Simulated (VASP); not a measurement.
A run of VASP 6.6.1:

File INCAR:

```
ALGO = Normal
EDIFF = 1E-7
ENCUT = 520
GGA = PE
ISIF = 2
ISMEAR = -1
ISPIN = 2
IVDW = 12
LASPH = True
LCHARG = False
LMAXMIX = 4
LORBIT = 11
LREAL = False
LWAVE = False
MAGMOM = 1 1 0 0.6 0
NBANDS = 40
NELM = 150
PREC = Accurate
SIGMA = 0.05
```

Contents of KPOINTS:

```
k-points
0
Gamma
  6 6 4
```

File POSCAR:

```
NiMoIrPdW
1.0
    4.0843258185      0.0000028638      0.0000000000
   -2.0421653894      3.5371284843      0.0000000000
    0.0000000000      0.0000000000      5.4169056437
Ni Mo Pd Ir W
1 1 1 1 1
Direct
    0.0000000000      0.0000000000      0.9561553981
    0.6666666667      0.3333333333      0.9640642197
    0.6666666667      0.3333333333      0.4645887837
    0.3333333333      0.6666666667      0.7235576059
    0.3333333333      0.6666666667      0.2360839927
```

Potentials or basis: VASP PAW PBE potentials, release 64 (Ni, Mo_sv, Pd, Ir, W_sv).

Run with:

```bash
$ cat potpaw_PBE.64/Ni/POTCAR potpaw_PBE.64/Mo_sv/POTCAR potpaw_PBE.64/Pd/POTCAR potpaw_PBE.64/Ir/POTCAR potpaw_PBE.64/W_sv/POTCAR > POTCAR
$ mpirun -np 1 vasp_std > vasp.out
```

Hardware: 1 thread of AMD EPYC 7R43 64-Core Processor (Zen 3), on a shared host.

Question: Estimate the wall time of this run.

Answer: Wall time 5.4 min on 1 thread of AMD EPYC 7R43 64-Core Processor (Zen 3), on a shared host, peak memory 0.29 GiB. Counts: scf iterations 19, k points 24.
